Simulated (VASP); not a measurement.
Here is a VASP 6.6.1 calculation.

Contents of INCAR:

```
ALGO = Normal
EDIFF = 1E-7
EDIFFG = -0.01
ENCUT = 600
GGA = PE
IBRION = 2
ISIF = 4
ISMEAR = 0
LASPH = True
LCHARG = False
LREAL = False
LWAVE = False
NELM = 100
NSW = 50
PREC = Accurate
SIGMA = 0.02
```

Contents of KPOINTS:

```
k-points
0
Gamma
  6 6 6
```

The input POSCAR:

```
SiO2
1.0
   -2.4883535878      2.4883535878      3.6521895262
    2.4883535878     -2.4883535878      3.6521895262
    2.4883535878      2.4883535878     -3.6521895262
Si O
2 4
Direct
    0.0000000000      0.0000000000      0.0000000000
    0.7500000000      0.2500000000      0.5000000000
    0.9668890694      0.6250000000      0.8418890694
    0.3750000000      0.2168890694      0.3418890694
    0.7831109306      0.1250000000      0.1581109306
    0.8750000000      0.0331109306      0.6581109306
```

Potentials or basis: VASP PAW PBE potentials, release 64 (Si, O).

Command:

```sh
$ cat potpaw_PBE.64/Si/POTCAR potpaw_PBE.64/O/POTCAR > POTCAR
$ mpirun -np 1 vasp_std > vasp.out
```

Problem. Estimate the band gap on the k mesh.

Solution. 5.84 eV.

Final structure:
```
Si O
1.0
    -2.47927    2.47927    3.67900
     2.47927   -2.47927    3.67900
     2.47927    2.47927   -3.67900
Si O
2 4
Direct
  0.00000 0.00000 0.00000
  0.75000 0.25000 0.50000
  0.97769 0.62500 0.85269
  0.37500 0.22769 0.35269
  0.77231 0.12500 0.14731
  0.87500 0.02231 0.64731
```

A k mesh can miss the band edges.
